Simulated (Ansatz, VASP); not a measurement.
## Two plane-wave programs on Si2W

```
CELL_PARAMETERS angstrom
4.47335 0.00000 0.00000
-2.23667 3.87403 0.00000
0.00000 0.00000 6.79859
ATOMIC_POSITIONS crystal
Si 0.86783 0.73567 0.50000
Si 0.13217 0.86783 0.83333
Si 0.73567 0.86783 0.16667
Si 0.13217 0.26433 0.50000
Si 0.86783 0.13217 0.83333
Si 0.26433 0.13217 0.16667
W 0.00000 0.50000 0.16667
W 0.50000 0.50000 0.83333
W 0.50000 0.00000 0.50000
```

Alike in both runs: task single point; functional LDA; k mesh 9 × 9 × 6; occupations gaussian, width 0.03 eV; no spin polarisation.

```csv
,VASP,Ansatz
version,VASP 6.6.1,Ansatz 0.2.0
potentials or method,"VASP PAW LDA potentials, release 64 (Si, W_sv), cutoff 520 eV","scalar-relativistic, plane waves, PAW"
valence electrons in the cell,66,66
```

```csv
,VASP,Ansatz,Ansatz less VASP
gap on the k mesh at the Fermi level (eV),none,none,-
pressure (GPa),15.1,14.5,-0.62
"traceless stress, the component that is largest in VASP (GPa)",-22.83,-22.69,+0.141
rms of the force components (eV/Å),3.637,3.646,+0.0083
```

Ansatz warns that its potentials were made for another functional, while VASP's fit it. LDA's correlation is that of Perdew and Zunger in VASP and of Perdew and Wang (1992) in Ansatz. Atom by atom the forces differ by 0.008 eV/Å (rms over components). A gap of «none» marks a metal or a gap that the smearing closes.

Spin-orbit coupling is off throughout.
